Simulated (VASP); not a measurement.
# Au (I4/mmm) in VASP: notebook, part 2 of 2

VASP 6.6.1.

## Step 3: Single point, r2SCAN (biaxial strain in the a-b plane: +2.0 %)

Contents of POSCAR:

```
Au
1.0
    2.1034336447      2.1034336447      0.0000000000
   -2.1034336447      2.1034336447      0.0000000000
    0.0000000000      0.0000000000      4.0748871392
Au
2
Direct
    0.0000000000      0.0000000000      0.0000000000
    0.5000000000      0.5000000000      0.5000000000
```

Contents of INCAR.step1:

```
  PREC = Accurate
  ENCUT = 520
  ISMEAR = 0
  SIGMA = 0.1
  LREAL = False
  LASPH = True
  NELM = 80
  NBANDS = 18
  GGA = PE
  ALGO = Normal
  EDIFF = 1E-4
  LWAVE = True
  LCHARG = False
```

Contents of INCAR.step2:

```
  PREC = Accurate
  ENCUT = 520
  EDIFF = 1E-6
  ISMEAR = 0
  SIGMA = 0.1
  LREAL = False
  LASPH = True
  NELM = 80
  ALGO = Normal
  ISIF = 2
  LWAVE = False
  LCHARG = False
  METAGGA = R2SCAN
  LMIXTAU = True
  NBANDS = 18
  ISTART = 1
```

Contents of KPOINTS:

```
Automatic mesh
0
Gamma
  18 18 12
```

Potentials or basis: VASP PAW PBE potentials, release 64 (Au).

Started as:

```sh
cat potpaw_PBE.64/Au/POTCAR > POTCAR
cp INCAR.step1 INCAR
mpirun -np 1 vasp_std > vasp.out
cp INCAR.step2 INCAR
mpirun -np 1 vasp_std > vasp.out
```

OUTCAR:

```text
PREC = Accurate
   ENCUT = 520
   EDIFF = 1E-6
   ISMEAR = 0
   LREAL = False
   LASPH = True
   NELM = 80
   ISIF = 2
   METAGGA = R2SCAN
   ISTART = 1

 ion  position               nearest neighbor table
   1  0.000  0.000  0.000-   2 2.93   2 2.93   2 2.93   2 2.93   2 2.93   2 2.93   2 2.93   2 2.93

   2  0.500  0.500  0.500-   1 2.93   1 2.93   1 2.93   1 2.93   1 2.93   1 2.93   1 2.93   1 2.93

  LATTYP: Found a simple tetragonal cell.
 ALAT       =     2.9747043879
 C/A-ratio  =     1.3698460781

  Lattice vectors:

 A1 = (   2.1034336447,   2.1034336447,   0.0000000000)
 A2 = (  -2.1034336447,   2.1034336447,   0.0000000000)
 A3 = (   0.0000000000,   0.0000000000,   4.0748871392)

Analysis of symmetry for initial positions (statically):
=====================================================================
 Subroutine PRICEL returns following result:

  LATTYP: Found a body centered tetragonal cell.
 ALAT       =     2.9747043879
 C/A-ratio  =     1.3698460781

  Lattice vectors:

 A1 = (   0.0000000000,  -2.1034336447,  -2.0374435696)
 A2 = (   0.0000000000,   2.1034336447,  -2.0374435696)
 A3 = (   2.1034336447,   0.0000000000,   2.0374435696)

   2 primitive cells build up your supercell.

 Routine SETGRP: Setting up the symmetry group for a
 simple tetragonal supercell.

 Subroutine GETGRP returns: Found 16 space group operations
 (whereof 16 operations were pure point group operations)
 out of a pool of 16 trial point group operations.

The static configuration has the point symmetry D_4h.

Analysis of symmetry for dynamics (positions and initial velocities):
=====================================================================
 Subroutine PRICEL returns following result:

  LATTYP: Found a body centered tetragonal cell.
 ALAT       =     2.9747043879
 C/A-ratio  =     1.3698460781

  Lattice vectors:

 A1 = (   0.0000000000,  -2.1034336447,  -2.0374435696)
[... 127 lines left out ...]
   IALGO  =     38    algorithm
   IMIX   =      4    mixing-type and parameters
     AMIX     =   0.40;   BMIX     =  1.00
     AMIX_MAG =   1.60;   BMIX_MAG =  1.00
  volume/ion in A,a.u.               =      18.03       121.67
  Fermi-wavevector in a.u.,A,eV,Ry     =   1.388507  2.623897 26.231365  1.927951
  Thomas-Fermi vector in A             =   2.512626
   LORBIT       =      0    0 simple, 1 ext, 2 COOP (PROOUT), +10 PAW based schemes
   METAGGA = R2SCAN    functional components
   LHFCALC =     F    Hartree Fock is set to
   AEXX    =    0.0000 exact exchange contribution
   IVDW    =     0    specifies the selected vdW correction
   LEPSILON=     F    determine dielectric tensor
   LRPA    =     F    only Hartree local field effects (RPA)
 non-spin polarized calculation
 Gauss-broadening in eV      SIGMA  =   0.10
  energy-cutoff  :      520.00
  volume of cell :       36.06
 maximum number of plane-waves:       991
 NGX is ok and might be reduce to    24
   NGX = 11   NGY = 11   NGZ = 15

 number of electron      21.9999996 magnetization

 Free energy of the ion-electron system (eV)
  ---------------------------------------------------
  ext. energy  EPLUGINS =         0.00000000
  ---------------------------------------------------
  free energy    TOTEN  =      -101.18130061 eV

  energy without entropy =     -101.17863418  energy(sigma->0) =     -101.17996740

 E-fermi :   8.4605     XC(G=0): -13.2310

 val. band max:        8.4577514337   @ k =   0.2222   0.1111   0.3333
 cond. band min:       8.4728351659   @ k =   0.5000   0.2778   0.0000
 fundamental gap:      0.0150837323
 Fermi energy:         8.4605175212

 k-point     1 :       0.0000    0.0000    0.0000
  band No.  band energies     occupation
      1      -1.0669      2.00000
      2       1.6322      2.00000
      3       1.8622      2.00000
      4       3.6864      2.00000
      5       3.6864      2.00000
      6       3.9476      2.00000
[... 481 lines left out ...]
      5       3.7599      2.00000
      6       3.9954      2.00000
[... 10 lines left out ...]
     17      22.6949      0.00000
     18      25.7282      0.00000

 [... further k-points ...]

------------------------ aborting loop because EDIFF is reached ----------------------------------------

  FORCE on cell =-STRESS in cart. coord.  units (eV):
  Direction    XX          YY          ZZ          XY          YZ          ZX
  --------------------------------------------------------------------------------------
  -------------------------------------------------------------------------------------
  Total       -0.8442467     -0.8442467     -0.7679776      0.0000000      0.0000000      0.0000000
  in kB      -37.5125630    -37.5125630    -34.1236850      0.0000000      0.0000000      0.0000000
  external PRESSURE =     -36.3829370 kB  Pullay stress =       0.0000000 kB

 VOLUME and BASIS-vectors are now :
 -----------------------------------------------------------------------------
  energy-cutoff  :      520.00
  volume of cell :       36.06
      direct lattice vectors                 reciprocal lattice vectors
     2.103433645  2.103433645  0.000000000     0.237706571  0.237706571  0.000000000
    -2.103433645  2.103433645  0.000000000    -0.237706571  0.237706571  0.000000000
     0.000000000  0.000000000  4.074887139     0.000000000  0.000000000  0.245405570

 POSITION                                       TOTAL-FORCE (eV/Angst)
 -----------------------------------------------------------------------------------
      0.00000      0.00000      0.00000        -0.000000      0.000000      0.000000
      0.00000      2.10343      2.03744         0.000000     -0.000000     -0.000000
 -----------------------------------------------------------------------------------
    total drift:                               -0.000000      0.000000     -0.000000

  FREE ENERGIE OF THE ION-ELECTRON SYSTEM (eV)
  ---------------------------------------------------
  free  energy   TOTEN  =      -101.1813006137 eV

  energy  without entropy=     -101.1786341790  energy(sigma->0) =     -101.17996740
```

OUTCAR.step1:

```text
PREC = Accurate
   ENCUT = 520
   ISMEAR = 0
   LREAL = False
   LASPH = True
[... 748 lines left out ...]
      0.00000      0.00000      0.00000        -0.000000      0.000000      0.000000
      0.00000      2.10343      2.03744         0.000000     -0.000000     -0.000000
 -----------------------------------------------------------------------------------
    total drift:                               -0.000000      0.000000     -0.000000

  FREE ENERGIE OF THE ION-ELECTRON SYSTEM (eV)
  ---------------------------------------------------
  free  energy   TOTEN  =        -6.4418392371 eV

  energy  without entropy=       -6.4387720141  energy(sigma->0) =       -6.44030563
```

It took 8.9 min on 1 thread of Intel Xeon 8259CL, shared host; peak memory 0.32 GiB.

What came out:

* Free energy: -101.1813 eV
* Pressure: -3.6 GPa
* Band gap on the k mesh: zero (bands 11 and 12 overlap by 7.24 eV)

Caveat: the cell differs from its parent crystal (biaxial strain in the a-b plane: +2.0 %); the cell stands under tension; the PAW data sets were made with another functional, which shifts forces and pressure a little; spin-orbit coupling is left out, which moves the levels of the heavy elements.
